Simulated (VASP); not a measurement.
Wanted: the native input for a VASP 6.6.1 run.

* Task: single point
* Functional: PBE
* Potentials or basis: VASP PAW PBE potentials, release 64 (Cd, Se)
* Cutoff: 520 eV
* k mesh: 4 × 4 × 4
* Occupations: fermi-dirac, width 0.05 eV
* Spin: no spin polarisation
* Dipole correction: no
* Further INCAR settings: ALGO = Normal; EDIFF = 1e-06; NBANDS = 16

The structure of CdSe lies in POSCAR:

```
CdSe
1.0
    0.0000000000      3.0702711986      3.0702711986
    3.0702711986      0.0000000000      3.0702711986
    3.0702711986      3.0702711986      0.0000000000
Cd Se
1 1
Direct
    0.0000000000      0.0000000000      0.0000000000
    0.2500000000      0.2500000000      0.2500000000
```

One way to write it, as run:

INCAR

```
PREC = Accurate
ENCUT = 520
EDIFF = 1E-6
ISMEAR = -1
SIGMA = 0.05
LREAL = F
LASPH = T
NELM = 100
ALGO = Normal
ISIF = 2
LWAVE = F
LCHARG = F
GGA = PE
NBANDS = 16
```

KPOINTS

```
regular mesh
0
Gamma
  4 4 4
```

Potentials or basis: VASP PAW PBE potentials, release 64 (Cd, Se).

The run is started by

```console
$ cat potpaw_PBE.64/Cd/POTCAR potpaw_PBE.64/Se/POTCAR > POTCAR
$ mpirun -np 1 vasp_std > vasp.out
```

It gave:

```
Pressure               : 1.8 GPa
Band gap on the k mesh : 0.53 eV
```

Caveat: the k points lie up to 0.44 Å⁻¹ apart; semilocal functionals underestimate gaps, and a narrow one can read as zero.

Run time: 6.3 s on 1 thread of Intel(R) Xeon(R) Platinum 8375C CPU @ 2.90GHz (Ice Lake), with other jobs on the host, peak memory 0.17 GiB.
